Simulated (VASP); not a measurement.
Here is a VASP 6.6.1 calculation.

POSCAR

```
Na
1.0
   -2.1119586771      2.1119586771      2.1119586771
    2.1119586771     -2.1119586771      2.1119586771
    2.1119586771      2.1119586771     -2.1119586771
Na
1
Direct
    0.0000000000      0.0000000000      0.0000000000
```

The input INCAR.step1:

```
ALGO     = Normal         # electronic algorithm
EDIFF    = 1E-4           # SCF threshold, eV
ENCUT    = 520            # plane-wave cutoff, eV
GGA      = PE             # functional
ISMEAR   = 0              # smearing method
LASPH    = True           # aspherical terms in the spheres
LCHARG   = False          # write CHGCAR
LREAL    = False          # projectors in reciprocal space
LWAVE    = True           # write WAVECAR
NBANDS   = 10             # bands
NELM     = 80             # most SCF steps
PREC     = Accurate       # precision mode
SIGMA    = 0.1            # smearing width, eV
```

The input INCAR.step2:

```
ALGO     = Normal         # electronic algorithm
EDIFF    = 1E-6           # SCF threshold, eV
ENCUT    = 520            # plane-wave cutoff, eV
ISIF     = 2              # what is computed and relaxed
ISMEAR   = 0              # smearing method
ISTART   = 1            
LASPH    = True           # aspherical terms in the spheres
LCHARG   = False          # write CHGCAR
LMIXTAU  = True         
LREAL    = False          # projectors in reciprocal space
LWAVE    = False          # write WAVECAR
METAGGA  = R2SCAN         # meta-GGA
NBANDS   = 10             # bands
NELM     = 80             # most SCF steps
PREC     = Accurate       # precision mode
SIGMA    = 0.1            # smearing width, eV
```

KPOINTS

```
k-points
0
Gamma
  14 14 14
```

Potentials or basis: VASP PAW PBE potentials, release 64 (Na_pv).

Command:

```bash
$ cat potpaw_PBE.64/Na_pv/POTCAR > POTCAR
$ cp INCAR.step1 INCAR
$ mpirun -np 1 vasp_std > vasp.out
$ cp INCAR.step2 INCAR
$ mpirun -np 1 vasp_std > vasp.out
```

Problem. Estimate the pressure.

Solution. 0.1 GPa.

Caveat: the PAW data sets were made with another functional, which shifts forces and pressure a little.
